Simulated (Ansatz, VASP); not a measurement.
Given: the input of a run of Ansatz 0.2.0 on SnO2.

File input.yaml:

```yaml
crystal:
  lattice:
    - [1.584081913, 0.9145701189, 4.7025938089]
    - [-1.584081913, 0.9145701189, 4.7025938089]
    - [0.0, -1.8291402378, 4.7025938089]
  atoms:
    - { symbol: Sn, position: [0.5, 0.5, 0.5] }
    - { symbol: O, position: [0.76283, 0.76283, 0.76283] }
    - { symbol: O, position: [0.23717, 0.23717, 0.23717] }
hamiltonian:
  xc: lda
  pseudopotentials: { kind: paw }
kpoints:
  mp_grid: { grid: [10, 10, 10] }
scf:
  occupations: { method: fermi_dirac, width: 0.05 }
output:
  forces: true
  stress: true
  eigenvalues: true
```

Potentials or basis: Ansatz PAW.

Run with:

```sh
$ ansatz run input.yaml --threads 1 --pin off --max-ram 3584MiB --backend cpu --events-out ev --progress --plain --runs-dir out
```

Set up the same calculation for VASP 6.6.1. Potentials there: VASP PAW LDA potentials, release 64 (Sn_d, O).

As run (the cutoff follows the program's own potentials):

INCAR

```
PREC = Accurate
ENCUT = 520
EDIFF = 1E-6
ISMEAR = -1
SIGMA = 0.05
LREAL = False
LASPH = True
NELM = 100
ALGO = Normal
ISIF = 2
LWAVE = False
LCHARG = True
LELF = True
LVHAR = True
NBANDS = 20
```

Contents of KPOINTS:

```
Automatic mesh
0
Gamma
  10 10 10
```

File POSCAR:

```
SnO2
1.0
    1.5840819130      0.9145701189      4.7025938089
   -1.5840819130      0.9145701189      4.7025938089
    0.0000000000     -1.8291402378      4.7025938089
Sn O
1 2
Direct
    0.5000000000      0.5000000000      0.5000000000
    0.7628300000      0.7628300000      0.7628300000
    0.2371700000      0.2371700000      0.2371700000
```

Potentials or basis: VASP PAW LDA potentials, release 64 (Sn_d, O).

Run with:

```console
$ cat potpaw_LDA.64/Sn_d/POTCAR potpaw_LDA.64/O/POTCAR > POTCAR
$ mpirun -np 1 vasp_std > vasp.out
```

Both were run:

|  | VASP | Ansatz | Ansatz less VASP |
| --- | --- | --- | --- |
| gap on the k mesh at the Fermi level (eV) | 2.18 | 2.18 | 0.000 |
| least direct gap on the mesh (eV) | 2.37 | 2.37 | -0.007 |
| pressure (GPa) | 0.7 | -0.2 | -0.89 |
| traceless stress, the component that is largest in VASP (GPa) | -2.65 | -2.06 | +0.596 |
| rms of the force components (eV/Å) | 0.031 | 0.003 | -0.0278 |

LDA's correlation is that of Perdew and Zunger in VASP and of Perdew and Wang (1992) in Ansatz. Atom by atom the forces differ by 0.033 eV/Å (rms over components).

Noted on Ansatz's run: Pulay correction over one GPa.
